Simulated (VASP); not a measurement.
Write the native input for VASP 6.6.1 that does the following.

```yaml
Task: electric field gradients
Functional: LDA
Potentials_or_basis: VASP PAW LDA potentials, release 64 (Zr_sv, Cd)
Cutoff: 520 eV
k_mesh: 11 × 11 × 11
Occupations: fermi-dirac, width 0.05 eV
Spin: no spin polarisation
Dipole_correction: no
Further_INCAR_settings: ALGO = Normal; EDIFF = 1e-08; NBANDS = 25
```

The structure of Zr2Cd lies in POSCAR:

```
Zr2Cd
1.0
    0.0000000000      2.1883400586      6.9998424303
    2.1823217250      0.0000000000      6.9998424303
    2.1823217250      2.1883400586      0.0000000000
Zr Cd
2 1
Direct
    0.1688392900      0.1688392900      0.8311607100
    0.8311607100      0.8311607100      0.1688392900
    0.5000000000      0.5000000000      0.5000000000
```

The input as run:

INCAR

```
SYSTEM = Zr2Cd
  ALGO = Normal
  EDIFF = 1E-8
  ENCUT = 520
  GGA = CA
  ISIF = 2
  ISMEAR = -1
  LASPH = .TRUE.
  LCHARG = .FALSE.
  LEFG = .TRUE.
  LREAL = .FALSE.
  LWAVE = .FALSE.
  NBANDS = 25
  NELM = 100
  PREC = Accurate
  SIGMA = 0.05
```

KPOINTS

```
k-points
0
G
  11 11 11
  0 0 0
```

Potentials or basis: VASP PAW LDA potentials, release 64 (Zr_sv, Cd).

Launch:

```console
$ cat potpaw_LDA.64/Zr_sv/POTCAR potpaw_LDA.64/Cd/POTCAR > POTCAR
$ mpirun -np 1 vasp_std > vasp.out
```

Results of the run:

The pressure is -6.3 GPa and the largest force is 0.014 eV/Å. The band gap on the k mesh is zero (bands 18 and 19 overlap by 0.47 eV) and the largest electric field gradient by atom is Zr -6.1; Cd -102.0 V/Å².

Caveat: the cell stands under tension; without QUAD_EFG the Cq values of the log hold for a quadrupole moment of 1 mb, not for the nuclei.

It took 4.2 min on 1 thread of Intel(R) Xeon(R) Platinum 8559C (Emerald Rapids), with other jobs on the host, peak memory 0.46 GiB.
